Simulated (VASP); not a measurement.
SiC: single point with PBE

SiC:

```
Si C
1.0
    -3.09412    0.00000    0.00000
    -1.54706   -2.67959    0.00000
     0.00000    0.00000   10.87934
Si C
4 4
Direct
  0.66667 0.66667 0.08756
  0.33333 0.33333 0.55309
  0.00000 0.00000 0.78591
  0.00000 0.00000 0.32038
  0.66667 0.66667 0.84355
  0.33333 0.33333 0.37802
  0.00000 0.00000 0.61138
  0.00000 0.00000 0.14585
```

```
Program                : VASP 6.6.1
Task                   : single point
Functional             : PBE
Potentials or basis    : VASP PAW PBE potentials, release 64 (Si, C)
Cutoff                 : 520 eV
k mesh                 : 10 × 10 × 3
Occupations            : gaussian, width 0.05 eV
Spin                   : no spin polarisation
Dipole correction      : no
Further INCAR settings : ALGO = Normal; EDIFF = 1e-06; NBANDS = 26
```

```yaml
Pressure: -4.4 GPa
Largest_force: 2.148 eV/Å
Band_gap_on_the_k_mesh: 1.07 eV, indirect (least direct gap 2.39 eV)
```

Forces in eV/Å, atoms in the order of the input:
```
Si   0.000  0.000 -1.928
Si   0.000  0.000  0.459
Si   0.000  0.000  2.148
Si   0.000  0.000  0.464
C    0.000  0.000  0.683
C    0.000  0.000 -0.422
C    0.000  0.000 -0.575
C    0.000  0.000 -0.828
```

Stress tensor (GPa, compression positive):
```
 -0.10   0.00   0.00
  0.00  -0.10   0.00
  0.00   0.00 -13.12
```

Levels at points of the mesh, in eV from the valence-band top:
```
           k point  band 14  band 15  band 16  band 17  band 18  band 19
(0.00, 0.00, 0.00)    -0.65     0.00     0.00     2.57     4.30     4.84
(0.50, 0.00, 0.00)    -2.55    -1.43    -1.32     1.07     1.81     2.48
```

Run time: 33 s on 1 thread of Intel(R) Xeon(R) 6975P-C (Granite Rapids), on a shared host, peak memory 0.22 GiB.

Caveat: forces of over 1 eV/Å act on the atoms, so gaps and moduli don't describe the material at rest. As with any semilocal functional, this PBE gap is likely too small.
